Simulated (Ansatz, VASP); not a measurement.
**One calculation of Ru, two programs**

POSCAR

```
Ru
1.0
    4.1824796472      0.0000000000      0.0000000000
   -2.0912398236      3.6221336253      0.0000000000
    0.0000000000      0.0000000000      2.6291509375
Ru
3
Direct
    0.0000000000      0.0000000000      0.0000000000
    0.3333333333      0.6666666667      0.5000000000
    0.6666666667      0.3333333333      0.5000000000
```

File INCAR.step1:

```
SYSTEM = Ru
  PREC = Accurate
  ENCUT = 520
  ISMEAR = -1
  SIGMA = 0.1
  LREAL = .FALSE.
  LASPH = .TRUE.
  NELM = 60
  NBANDS = 28
  GGA = PE
  ALGO = Normal
  EDIFF = 1E-4
  LWAVE = .TRUE.
  LCHARG = .FALSE.
```

File INCAR.step2:

```
SYSTEM = Ru
  PREC = Accurate
  ENCUT = 520
  EDIFF = 1E-7
  ISMEAR = -1
  SIGMA = 0.1
  LREAL = .FALSE.
  LASPH = .TRUE.
  NELM = 60
  ALGO = Normal
  ISIF = 2
  LWAVE = .FALSE.
  LCHARG = .FALSE.
  METAGGA = R2SCAN
  LMIXTAU = .TRUE.
  NBANDS = 28
  ISTART = 1
```

KPOINTS

```
Automatic mesh
0
G
  10 10 13
  0 0 0
```

Input for Ansatz:

```yaml
crystal:
  lattice:
    - [4.1824796472, 0.0, 0.0]
    - [-2.0912398236, 3.6221336253, 0.0]
    - [0.0, 0.0, 2.6291509375]
  atoms:
    - { symbol: Ru, position: [0.0, 0.0, 0.0] }
    - { symbol: Ru, position: [0.3333333333, 0.6666666667, 0.5] }
    - { symbol: Ru, position: [0.6666666667, 0.3333333333, 0.5] }
hamiltonian:
  xc: r2scan
  pseudopotentials:
    kind: paw
    azcp:
      Ru: "pseudopotentials/Ru.paw.azcp"
basis:
  ecutwfc: 500
  fft_grid_basis: typed
kpoints:
  mp_grid: { grid: [10, 10, 13], shift: [0, 0, 0] }
magnetization:
  spin_polarized: false
scf:
  occupations: { method: fermi_dirac, width: 0.1 }
  lower_state_search: "off"
output:
  stress: true
```

Alike in both runs: task single point; functional r2SCAN; k mesh 10 × 10 × 13; occupations fermi-dirac, width 0.1 eV; no spin polarisation.

|  | VASP | Ansatz |
| --- | --- | --- |
| version | VASP 6.6.1 | Ansatz 0.2.0 |
| potentials or method | VASP PAW PBE potentials, release 64 (Ru_pv), cutoff 520 eV | plane waves (500 eV) with PAW, scalar-relativistic |
| valence electrons in the cell | 42 | 48 |

Ansatz gave:

```
pressure (GPa)                                                : 14.3
traceless stress, the component that is largest in VASP (GPa) : -0.74
```

Task: Estimate VASP's values.

Result: Pressure (GPa): 16.1; traceless stress, the component that is largest in VASP (GPa): -0.97.

VASP's potentials were made for PBE, not for r2SCAN. The functional is the same, so the differences come from potentials, cutoffs and numerics. VASP's potentials hold 42 valence electrons a cell and Ansatz's 48, so a difference there can come from the potentials and not from the codes.
